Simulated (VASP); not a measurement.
Here is a VASP 6.6.1 calculation.

INCAR

```
ALGO = Normal ; EDIFF = 1E-6
EDIFFG = -0.08 ; ENCUT = 600
GGA = PE ; IBRION = 2
ISIF = 3 ; ISMEAR = 0
ISPIN = 2 ; LASPH = True
LCHARG = False ; LMAXMIX = 4
LORBIT = 11 ; LREAL = False
LWAVE = False ; MAGMOM = 0 3 0 0 0 0
NELM = 150 ; NSW = 36
PREC = Accurate ; SIGMA = 0.15
```

The input KPOINTS:

```
k-points
0
Gamma
  4 4 1
```

File POSCAR:

```
CdCoCl4
1.0
    3.4199021400      0.0000000000      0.0000000000
   -1.7099510700      2.9617221300      0.0000000000
    0.0000000000      0.0000000000     13.6448422700
Cd Co Cl
1 1 4
Direct
    0.6666666700      0.3333333300      0.5000000000
    0.6666666700      0.3333333300      0.0000000000
    0.3333333300      0.6666666700      0.6259580300
    0.0000000000      0.0000000000      0.8781179800
    0.0000000000      0.0000000000      0.1218820200
    0.3333333300      0.6666666700      0.3740419700
```

Potentials or basis: VASP PAW PBE potentials, release 64 (Cd, Co, Cl).

Launch:

```bash
$ cat potpaw_PBE.64/Cd/POTCAR potpaw_PBE.64/Co/POTCAR potpaw_PBE.64/Cl/POTCAR > POTCAR
$ mpirun -np 1 vasp_std > vasp.out
```

(1) Estimate the relaxed cell.

(2) What does it give for the net moment?

## Answers

(1) a = 3.556 Å, b = 3.556 Å, c = 13.162 Å, α = 90.00°, β = 90.00°, γ = 120.00°.

(2) 3.00 μB per cell.

Caveat: the k points lie up to 0.51 Å⁻¹ apart in the final cell; a cell with one magnetic atom can't hold antiferromagnetic order, which such compounds often take.
